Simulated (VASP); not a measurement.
The system is KCl (Sylvite).

```xyz
2
Lattice="0.0000 3.1448 3.1448 3.1448 0.0000 3.1448 3.1448 3.1448 0.0000" Properties=species:S:1:pos:R:3 pbc="T T T"
K     0.0000    0.0000    0.0000
Cl    3.1448    3.1448    3.1448
```

Base run:

* Program: VASP 6.6.1
* Functional: LDA
* Potentials or basis: VASP PAW LDA potentials, release 64 (K_sv, Cl)
* Cutoff: 500 eV
* k mesh: 6 × 6 × 6
* Occupations: gaussian, width 0.01 eV
* Spin: no spin polarisation

Its results: band gap on the k mesh 4.75 eV, direct; pressure -1.9 GPa.

The run is repeated on the same cell with these changes: functional from LDA to PBE; potentials or basis from VASP PAW LDA potentials, release 64 (K_sv, Cl) to VASP PAW PBE potentials, release 64 (K_sv, Cl); cutoff from 500 eV to 520 eV. What comes out?

Band gap on the k mesh 5.19 eV, direct; pressure 0.8 GPa.

